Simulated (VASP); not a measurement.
PtS2, 3 atoms in the cell. The structure is trigonal, space group P-3m1 (No. 164). The conventional cell has a = 3.543 Å, b = 3.543 Å, c = 5.039 Å, α = 90.00°, β = 90.00°, γ = 120.00°. Within 3.2 Å of Pt (site symmetry -3m) lie 6 S at 2.40 Å. S (site symmetry 3m) has 3 Pt at 2.40 Å within 3.2 Å. 

* Program: VASP 6.6.1
* Task: single point
* Functional: PBE
* Potentials or basis: VASP PAW PBE potentials, release 64 (Pt, S)
* Cutoff: 500 eV
* k mesh: 3 × 3 × 2
* Occupations: methfessel-paxton, width 0.272114 eV
* Spin: no spin polarisation
* Dipole correction: no
* Charge: 0.25
* Further INCAR settings: ALGO = Normal; EDIFF = 1e-06; NBANDS = 18; NELECT = 21.75

Potentials or basis: VASP PAW PBE potentials, release 64 (Pt, S).

Command:

```bash
$ cat potpaw_PBE.64/Pt/POTCAR potpaw_PBE.64/S/POTCAR > POTCAR
$ mpirun -np 1 vasp_std > vasp.out
```

Hardware: 1 thread of Intel Xeon 6975P-C, on a shared host.

Question: How long does it take, and how much memory?

Answer: Run time: 10 s on 1 thread of Intel Xeon 6975P-C (shared host), peak memory 0.17 GiB. Counts: scf iterations 14, k points 6.
